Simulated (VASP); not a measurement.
C, 4 atoms in the cell. The cell holds a slab with vacuum, 4 atoms: a = 2.466 Å, b = 2.466 Å, c = 32.600 Å, α = 90.00°, β = 90.00°, γ = 120.00°. 

* Program: VASP 6.6.1
* Task: single point
* Functional: PBE
* Dispersion: D3(BJ)
* Potentials or basis: VASP PAW PBE potentials, release 64 (C)
* Cutoff: 520 eV
* k mesh: 18 × 18 × 1
* Occupations: gaussian, width 0.1 eV
* Spin: no spin polarisation
* Dipole correction: yes
* Further INCAR settings: ALGO = Normal; EDIFF = 1e-06; NBANDS = 16

Potentials or basis: VASP PAW PBE potentials, release 64 (C).

Run with:

```sh
$ cat potpaw_PBE.64/C/POTCAR > POTCAR
$ mpirun -np 1 vasp_std > vasp.out
```

Hardware: 1 thread of AMD EPYC 7R43 64-Core Processor (Zen 3), with other jobs on the host.

How long does it take, and how much memory?

Run time: 3.4 min on 1 thread of AMD EPYC 7R43 64-Core Processor (Zen 3), on a shared host, peak memory 0.27 GiB. Counts: scf iterations 21, k points 37.
